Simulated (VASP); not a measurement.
Set up this calculation in VASP 6.6.1, as the native input.

- Task: single point
- Functional: BLYP
- Potentials or basis: VASP PAW PBE potentials, release 64 (La)
- Cutoff: 520 eV
- k mesh: 11 × 11 × 6
- Occupations: fermi-dirac, width 0.1 eV
- Spin: no spin polarisation
- Dipole correction: no
- Further INCAR settings: ALGO = Normal; EDIFF = 1e-07; NBANDS = 18

The structure of La lies in POSCAR:

```
La
1.0
    3.7155009227      0.0000000000      0.0000000000
   -1.8577504613      3.2177181868      0.0000000000
    0.0000000000      0.0000000000      5.9798759968
La
2
Direct
    0.3333333333      0.6666666667      0.2500000000
    0.6666666667      0.3333333333      0.7500000000
```

This cell differs from its parent crystal: volume scaled by 0.88.

These files were run (other wordings do the same):

INCAR

```
SYSTEM = La
  PREC = Accurate
  ENCUT = 520
  EDIFF = 1E-7
  ISMEAR = -1
  SIGMA = 0.1
  LREAL = .False.
  LASPH = .True.
  NELM = 80
  ALGO = Normal
  ISIF = 2
  LWAVE = .False.
  LCHARG = .True.
  GGA = B5
  ALDAX = 1.0
  AGGAX = 1.0
  AGGAC = 1.0
  ALDAC = 0.0
  LELF = .True.
  LVHAR = .True.
  NBANDS = 18
```

KPOINTS

```
regular mesh
0
Gamma
  11 11 6
  0 0 0
```

Potentials or basis: VASP PAW PBE potentials, release 64 (La).

The run is started by

```console
$ cat potpaw_PBE.64/La/POTCAR > POTCAR
$ mpirun -np 1 vasp_std > vasp.out
```

It gave:

```json
{
 "Pressure": "3.7 GPa",
 "Band gap on the k mesh": "zero (band 11 reaches 9.79 eV, above the bottom of band 12 at 8.36 eV)"
}
```

Caveat: the PAW data sets were made with another functional, which shifts forces and pressure a little; spin-orbit coupling is left out, which moves the levels of the heavy elements.

Run time: 96 s on 1 thread of Intel(R) Xeon(R) Platinum 8488C (Sapphire Rapids), with other jobs on the host, peak memory 0.24 GiB.
